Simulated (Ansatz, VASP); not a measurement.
# One calculation of Ir, two programs

```
CELL_PARAMETERS angstrom
4.45928 0.00000 0.00000
-2.22964 3.86185 0.00000
0.00000 0.00000 7.37641
ATOMIC_POSITIONS crystal
Ir 0.33333 0.66667 0.06303
Ir 0.66667 0.33333 0.56303
Ir 0.33333 0.66667 0.43697
Ir 0.66667 0.33333 0.93697
```

Alike in both runs: task single point; functional LDA; k mesh 6 × 6 × 4; occupations gaussian, width 0.1 eV; no spin polarisation.

```csv
,VASP,Ansatz
version,VASP 6.6.1,Ansatz 0.2.0
potentials or method,"VASP PAW LDA potentials, release 64 (Ir), cutoff 520 eV","scalar-relativistic, plane waves, PAW"
valence electrons in the cell,36,68
```

```tsv
	VASP	Ansatz	Ansatz less VASP
gap on the k mesh at the Fermi level (eV)	none	none	-
rms of the force components (eV/Å)	0.082	0.077	-0.0051
```

LDA's correlation is that of Perdew and Zunger in VASP and of Perdew and Wang (1992) in Ansatz. Atom by atom the forces differ by 0.005 eV/Å (rms over components). A gap of «none» marks a metal or a gap that the smearing closes. VASP's potentials hold 36 valence electrons a cell and Ansatz's 68, so a difference there can come from the potentials and not from the codes.

Spin-orbit coupling is off throughout.
